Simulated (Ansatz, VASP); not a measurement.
**One calculation of MgCr2Ag2O8, two programs**

Contents of POSCAR:

```
MgCr2Ag2O8
1.0
    6.5201670000      0.0000000000      0.0000000000
    0.0000000000      3.1842770000      4.5529710000
    0.0000000000     -3.1842770000      4.5529710000
Mg Cr Ag O
1 2 2 8
Direct
    0.0000000000      0.6584220000      0.6584220000
    0.0000000000      0.3601960000      0.3601960000
    0.5000000000      0.6416890000      0.6416890000
    0.7381580000      0.0035940000      0.0035940000
    0.2618420000      0.0035940000      0.0035940000
    0.0000000000      0.2733120000      0.6892160000
    0.5000000000      0.3264010000      0.7451730000
    0.2780400000      0.7445950000      0.7445950000
    0.7969260000      0.2546070000      0.2546070000
    0.7219600000      0.7445950000      0.7445950000
    0.2030740000      0.2546070000      0.2546070000
    0.5000000000      0.7451730000      0.3264010000
    0.0000000000      0.6892160000      0.2733120000
```

File INCAR.step1:

```
ALGO = Normal ; EDIFF = 1E-4
ENCUT = 520 ; GGA = PE
ISMEAR = -1 ; LASPH = T
LCHARG = F ; LREAL = F
LWAVE = T ; NBANDS = 60
NELM = 100 ; PREC = Accurate
SIGMA = 0.02
```

File INCAR.step2:

```
ALGO = Normal ; EDIFF = 1E-8
ENCUT = 520 ; ISIF = 2
ISMEAR = -1 ; ISTART = 1
LASPH = T ; LCHARG = F
LEFG = T ; LMIXTAU = T
LREAL = F ; LWAVE = F
METAGGA = R2SCAN ; NBANDS = 60
NELM = 100 ; PREC = Accurate
SIGMA = 0.02
```

File KPOINTS:

```
k-points
0
Gamma
  4 5 5
```

Input for Ansatz:

```yaml
crystal:
  lattice:
    - [6.520167, 0.0, 0.0]
    - [0.0, 3.184277, 4.552971]
    - [0.0, -3.184277, 4.552971]
  atoms:
    - { symbol: Mg, position: [0.0, 0.658422, 0.658422] }
    - { symbol: Cr, position: [0.0, 0.360196, 0.360196] }
    - { symbol: Cr, position: [0.5, 0.641689, 0.641689] }
    - { symbol: Ag, position: [0.738158, 0.003594, 0.003594] }
    - { symbol: Ag, position: [0.261842, 0.003594, 0.003594] }
    - { symbol: O, position: [0.0, 0.273312, 0.689216] }
    - { symbol: O, position: [0.5, 0.326401, 0.745173] }
    - { symbol: O, position: [0.27804, 0.744595, 0.744595] }
    - { symbol: O, position: [0.796926, 0.254607, 0.254607] }
    - { symbol: O, position: [0.72196, 0.744595, 0.744595] }
    - { symbol: O, position: [0.203074, 0.254607, 0.254607] }
    - { symbol: O, position: [0.5, 0.745173, 0.326401] }
    - { symbol: O, position: [0.0, 0.689216, 0.273312] }
kpoints:
  mp_grid: { grid: [4, 5, 5] }
scf:
  occupations: { method: fermi_dirac, width: 0.02 }
hamiltonian:
  xc: r2scan
  pseudopotentials: { kind: paw }
output:
  forces: true
  stress: true
  populations: true
  efg:
    quadrupole_moments_barn: { Mg: 0.1994, Cr: -0.15, O: -0.02558 }
    contact_densities: true
```

Alike in both runs: task electric field gradients; functional r2SCAN; k mesh 4 × 5 × 5; occupations fermi-dirac, width 0.02 eV; no spin polarisation.

|  | VASP | Ansatz |
| --- | --- | --- |
| version | VASP 6.6.1 | Ansatz 0.2.0 |
| potentials or method | VASP PAW PBE potentials, release 64 (Mg, Cr_pv, Ag, O) | plane-wave PAW, scalar-relativistic |
| plane-wave cutoff (eV) | 520 | 500 |
| valence electrons in the cell | 96 | 124 |

Ansatz gave:

- gap on the k mesh at the Fermi level (eV): 1.39
- pressure (GPa): -6.4
- traceless stress, the component that is largest in VASP (GPa): 0.38
- rms of the force components (eV/Å): 0.446
- size of Vzz on the site where it differs most (V/Å²): 40.5

Task: Estimate VASP's values.

Result: gap on the k mesh at the Fermi level (eV): 1.36; pressure (GPa): -5.4; traceless stress, the component that is largest in VASP (GPa): 0.34; rms of the force components (eV/Å): 0.282; size of Vzz on the site where it differs most (V/Å²): 32.0.

VASP's potentials were made for PBE, not for r2SCAN. Atom by atom the forces differ by 0.171 eV/Å (rms over components). One of these differences is far larger than is usual between the two programs; its cause wasn't traced. With one functional, cell and mesh, what is left measures potentials, basis and numerics. VASP's potentials hold 96 valence electrons a cell and Ansatz's 124, so a difference there can come from the potentials and not from the codes.
